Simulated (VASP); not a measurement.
Set up this calculation in VASP 6.6.1, as the native input.

- Task: single point
- Functional: PBE
- Potentials or basis: VASP PAW PBE potentials, release 64 (Fe, O)
- Cutoff: 520 eV
- k mesh: 11 × 11 × 11
- Occupations: fermi-dirac, width 0.05 eV
- Spin: collinear spin, ferromagnetic start
- Starting moments: [3.0, 0.0] μB
- Dipole correction: no
- Further INCAR settings: ALGO = Normal; EDIFF = 1e-06; NBANDS = 18

The structure of FeO lies in POSCAR:

```
FeO
1.0
    1.4971703779      0.8643917259      2.4817931879
   -1.4971703779      0.8643917259      2.4817931879
    0.0000000000     -1.7287834419      2.4817931879
Fe O
1 1
Direct
    0.0000000000      0.0000000000      0.0000000000
    0.5000000000      0.5000000000      0.5000000000
```

These files were run (other wordings do the same):

INCAR

```
PREC = Accurate
ENCUT = 520
EDIFF = 1E-6
ISMEAR = -1
SIGMA = 0.05
LREAL = F
LASPH = T
NELM = 150
ALGO = Normal
ISIF = 2
LWAVE = F
LCHARG = F
ISPIN = 2
MAGMOM = 3 0
LORBIT = 11
LMAXMIX = 4
GGA = PE
NBANDS = 18
```

KPOINTS

```
regular mesh
0
Gamma
  11 11 11
```

Potentials or basis: VASP PAW PBE potentials, release 64 (Fe, O).

Run with:

```console
$ cat potpaw_PBE.64/Fe/POTCAR potpaw_PBE.64/O/POTCAR > POTCAR
$ mpirun -np 1 vasp_std > vasp.out
```

Results of the run:

```json
{
 "Pressure": "7.7 GPa",
 "Band gap on the k mesh": "zero (filled and empty bands overlap)",
 "Net moment": "4.00 μB per cell",
 "Site moments": "Fe +3.61; O +0.31 μB",
 "Valence electrons inside the program's atomic spheres": "Fe 6.80; O 5.01"
}
```

Caveat: the cell stands under pressure; a cell with one magnetic atom can't hold antiferromagnetic order, which such compounds often take; semilocal functionals often make such compounds metallic where correlation or magnetic order opens a gap, which also shifts bond lengths.

Run time: 2.4 min on 1 thread of Intel Xeon 8259CL, with other jobs on the host, peak memory 0.21 GiB.
